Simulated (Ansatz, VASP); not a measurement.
## One calculation of Nb2Te, two programs

```xyz
3
Lattice="3.8718 0.0000 0.0000 0.0000 3.8718 0.0000 0.0000 0.0000 5.4684" Properties=species:S:1:pos:R:3 pbc="T T T"
Nb    1.9359    1.9359    1.4834
Nb    1.9359    1.9359    3.9850
Te    0.0000    0.0000    0.0000
```

Alike in both runs: task relaxation of cell and atoms; functional PBE; k mesh 4 × 4 × 4; occupations gaussian, width 0.1 eV; no spin polarisation.

|  | VASP | Ansatz |
| --- | --- | --- |
| version | VASP 6.6.1 | Ansatz 0.2.0 |
| potentials or method | VASP PAW PBE potentials, release 64 (Nb_sv, Te), cutoff 600 eV | scalar-relativistic, plane waves, PAW |
| valence electrons in the cell | 32 | 42 |

```csv
,VASP,Ansatz,Ansatz less VASP
"gap on the k mesh at the Fermi level, each at its own relaxed structure (eV)",none,none,-
relaxed volume (Å³/atom),21.78,21.86,+0.085
relaxed length of the cell vector where the two differ most in proportion (Å),3.439,3.448,+0.0086
```

A gap of «none» marks a metal or a gap that the smearing closes. VASP's potentials hold 32 valence electrons a cell and Ansatz's 42, so a difference there can come from the potentials and not from the codes.

The k mesh is coarse, so the values compare programs but aren't converged. Neither program's run includes spin-orbit coupling. Noted on VASP's run: the volume moved by over 15 % at a fixed basis, so the end points are rough.
